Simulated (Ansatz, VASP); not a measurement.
Two plane-wave programs on Pt

Contents of INCAR:

```
SYSTEM = Pt
PREC = Accurate ; ENCUT = 520
EDIFF = 1E-6 ; ISMEAR = 0
SIGMA = 0.026000000000000002 ; LREAL = .False.
LASPH = .True. ; NELM = 60
ALGO = Fast ; ISIF = 2
LWAVE = .False. ; LCHARG = .False.
GGA = PE ; NBANDS = 11
```

KPOINTS

```
Automatic mesh
0
Gamma
  12 12 12
  0 0 0
```

POSCAR

```
Pt
1.0
    0.0000000000      1.9609000000      1.9609000000
    1.9609000000      0.0000000000      1.9609000000
    1.9609000000      1.9609000000      0.0000000000
Pt
1
Direct
    0.0000000000      0.0000000000      0.0000000000
```

input.yaml

```yaml
crystal:
  lattice:
    - [0.0, 1.9609, 1.9609]
    - [1.9609, 0.0, 1.9609]
    - [1.9609, 1.9609, 0.0]
  atoms:
    - { symbol: Pt, position: [0.0, 0.0, 0.0] }
hamiltonian:
  xc: pbe
  pseudopotentials: { kind: paw }
kpoints:
  mp_grid: { grid: [12, 12, 12] }
scf:
  occupations: { method: gaussian, width: 0.026 }
output:
  forces: true
  stress: true
  eigenvalues: true
  write_density: true
  write_potential: true
  elf: true
  volumetric_format: npy
```

Alike in both runs: task single point; functional PBE; k mesh 12 × 12 × 12; occupations gaussian, width 0.026 eV; no spin polarisation.

```csv
,VASP,Ansatz
version,VASP 6.6.1,Ansatz 0.2.0
potentials or method,"VASP PAW PBE potentials, release 64 (Pt)",Ansatz PAW
plane-wave cutoff (eV),520,420
valence electrons in the cell,10,18
```

Ansatz gave:

```
gap on the k mesh at the Fermi level (eV) : none
pressure (GPa)                            : 10.2
```

Estimate VASP's values.

gap on the k mesh at the Fermi level (eV): none; pressure (GPa): 9.7.

A gap of «none» marks a metal or a gap that the smearing closes. VASP's potentials hold 10 valence electrons a cell and Ansatz's 18, so a difference there can come from the potentials and not from the codes.

Neither program's run includes spin-orbit coupling.
